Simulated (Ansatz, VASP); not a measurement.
## One calculation of GdN, two programs

The input INCAR:

```
SYSTEM = GdN
ALGO = Normal
EDIFF = 1E-7
ENCUT = 520
GGA = PE
ISIF = 2
ISMEAR = 0
ISPIN = 2
LASPH = .True.
LCHARG = .False.
LMAXMIX = 6
LORBIT = 11
LREAL = .False.
LWAVE = .False.
MAGMOM = 7 0
NBANDS = 22
NELM = 150
PREC = Accurate
SIGMA = 0.1
```

Contents of KPOINTS:

```
k-points
0
Gamma
  6 6 6
  0 0 0
```

File POSCAR:

```
GdN
1.0
    3.3767034300      0.0000000000      0.0000000000
    0.0000000000      3.3767034300      0.0000000000
    0.0000000000      0.0000000000      3.3767034300
Gd N
1 1
Direct
    0.5000000000      0.5000000000      0.5000000000
    0.0000000000      0.0000000000      0.0000000000
```

Input for Ansatz:

```yaml
crystal:
  lattice:
    - [3.37670343, 0.0, 0.0]
    - [0.0, 3.37670343, 0.0]
    - [0.0, 0.0, 3.37670343]
  atoms:
    - { symbol: Gd, position: [0.5, 0.5, 0.5], spin: 7.0 }
    - { symbol: "N", position: [0.0, 0.0, 0.0] }
basis:
  ecutwfc: 420
kpoints:
  mp_grid: { grid: [6, 6, 6] }
hamiltonian:
  xc: pbe
scf:
  occupations: { method: gaussian, width: 0.1 }
  lower_state_search: "off"
output:
  forces: true
  stress: true
  eigenvalues: true
  populations: true
magnetization:
  spin_polarized: true
```

Change from the starting cell: species swapped into the SmAu type (Pm-3m, No. 221).

Alike in both runs: task single point; functional PBE; k mesh 6 × 6 × 6; occupations gaussian, width 0.1 eV; collinear spin.

|  | VASP | Ansatz |
| --- | --- | --- |
| version | VASP 6.6.1 | Ansatz 0.2.0 |
| potentials or method | VASP PAW PBE potentials, release 64 (Gd, N), cutoff 520 eV | scalar-relativistic, plane waves, PAW |
| valence electrons in the cell | 23 | 23 |

VASP gave:

- gap on the k mesh at the Fermi level (eV): none
- pressure (GPa): -22.7
- net moment per atom (μB): 3.50
- size of the moment on the site where the two differ most (μB): 6.76

Problem. Which values does Ansatz return?

Solution. gap on the k mesh at the Fermi level (eV): none; pressure (GPa): -22.7; net moment per atom (μB): 3.50; size of the moment on the site where the two differ most (μB): 6.91.

Site moments also hang on the region over which each program counts them. A gap of «none» marks a metal or a gap that the smearing closes.

Neither program's run includes spin-orbit coupling.
